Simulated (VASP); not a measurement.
Hf, 1 atom in the cell. Symmetry: Im-3m, No. 229, cubic system. The conventional cell has a = 3.480 Å, b = 3.480 Å, c = 3.480 Å, α = 90.00°, β = 90.00°, γ = 90.00°. Within 4.0 Å of Hf (site symmetry m-3m) lie 14 Hf at 3.01 to 3.48 Å. 

| Property | Result |
| --- | --- |
| Program | VASP 6.6.1 |
| Task | single point |
| Functional | PBEsol |
| Dispersion | D3(BJ) |
| Potentials or basis | VASP PAW PBE potentials, release 64 (Hf_pv) |
| Cutoff | 520 eV |
| k mesh | 7 × 7 × 7 |
| Occupations | gaussian, width 0.1 eV |
| Spin | no spin polarisation |
| Dipole correction | no |
| Further INCAR settings | ALGO = Normal; EDIFF = 1e-06; NBANDS = 11 |

Potentials or basis: VASP PAW PBE potentials, release 64 (Hf_pv).

Run with:

```bash
$ cat potpaw_PBE.64/Hf_pv/POTCAR > POTCAR
$ mpirun -np 1 vasp_std > vasp.out
```

Hardware: 1 thread of Intel(R) Xeon(R) 6975P-C (Granite Rapids), on a shared host.

Question: How long does it take, and how much memory?

Answer: Run time: 2.2 s on 1 thread of Intel(R) Xeon(R) 6975P-C (Granite Rapids), with other jobs on the host, peak memory 0.14 GiB. Counts: scf iterations 11, k points 20.
